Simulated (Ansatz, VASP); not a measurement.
**Two plane-wave programs on HfO2**

```
CELL_PARAMETERS angstrom
-3.57682 0.00000 0.00000
0.00000 -3.57682 0.00000
0.00000 0.00000 12.40535
ATOMIC_POSITIONS crystal
Hf 0.50000 0.50000 0.79764
Hf 0.50000 0.50000 0.37825
Hf 0.00000 0.00000 0.58794
Hf 0.00000 0.00000 0.16855
O 0.00000 0.50000 0.04113
O 0.00000 0.50000 0.46052
O 0.50000 0.00000 0.08628
O 0.50000 0.00000 0.50567
O 0.50000 0.00000 0.71537
O 0.50000 0.00000 0.29598
O 0.00000 0.50000 0.67021
O 0.00000 0.50000 0.25082
```

Alike in both runs: task single point; functional r2SCAN; k mesh 6 × 6 × 3; occupations gaussian, width 0.05 eV; no spin polarisation.

|  | VASP | Ansatz |
| --- | --- | --- |
| version | VASP 6.6.1 | Ansatz 0.2.0 |
| potentials or method | VASP PAW PBE potentials, release 64 (Hf_pv, O), cutoff 520 eV | scalar-relativistic, plane waves, PAW |
| valence electrons in the cell | 88 | 152 |

|  | VASP | Ansatz | Ansatz less VASP |
| --- | --- | --- | --- |
| gap on the k mesh at the Fermi level (eV) | none | none | - |
| pressure (GPa) | -8.4 | -5.9 | +2.58 |
| traceless stress, the component that is largest in VASP (GPa) | 4.60 | 4.82 | +0.223 |
| rms of the force components (eV/Å) | 0.887 | 0.900 | +0.0133 |

VASP's potentials were made for PBE, not for r2SCAN. Atom by atom the forces differ by 0.062 eV/Å (rms over components). A gap of «none» marks a metal or a gap that the smearing closes. VASP's potentials hold 88 valence electrons a cell and Ansatz's 152, so a difference there can come from the potentials and not from the codes.

Spin-orbit coupling is off throughout.
